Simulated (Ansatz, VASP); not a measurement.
## One calculation of HfO2, two programs

```xyz
12
Lattice="5.1180 0.0000 0.0000 0.0000 5.1857 0.0000 -0.8587 0.0000 5.3703" Properties=species:S:1:pos:R:3 pbc="T T T"
Hf    1.2298    0.2212    1.1238
Hf    3.4589    2.8140    1.5613
Hf    3.0296    4.9645    4.2465
Hf    0.8004    2.3717    3.8089
O     1.8885    3.9247    2.5371
O     2.8001    1.3318    0.1480
O     2.3708    1.2610    2.8332
O     1.4592    3.8539    5.2223
O     0.0255    1.6662    1.9141
O     4.6632    4.2591    0.7710
O     4.2339    3.5195    3.4562
O    -0.4038    0.9266    4.5992
```

Change from the starting cell: z stretched by +3 %, ions relaxed.

Alike in both runs: functional PBE; k mesh 6 × 6 × 6; occupations fermi-dirac, width 0.02 eV; no spin polarisation.

Ansatz relaxed the structure, and its values are those at the end. VASP's run is a single point on that final structure, the one shown.

|  | VASP | Ansatz |
| --- | --- | --- |
| version | VASP 6.6.1 | Ansatz 0.2.0 |
| potentials or method | VASP PAW PBE potentials, release 64 (Hf_pv, O) | plane-wave PAW, scalar-relativistic |
| plane-wave cutoff (eV) | 520 | 420 |
| valence electrons in the cell | 88 | 152 |

|  | VASP | Ansatz | Ansatz less VASP |
| --- | --- | --- | --- |
| gap on the k mesh at the Fermi level (eV) | 4.08 | 4.13 | +0.042 |
| pressure (GPa) | -3.5 | -0.5 | +2.99 |
| rms of the force components (eV/Å) | 0.031 | 0.005 | -0.0267 |

VASP's potentials hold 88 valence electrons a cell and Ansatz's 152, so a difference there can come from the potentials and not from the codes. Ansatz's warnings: stress scf threshold loose.

Spin-orbit coupling is off throughout.
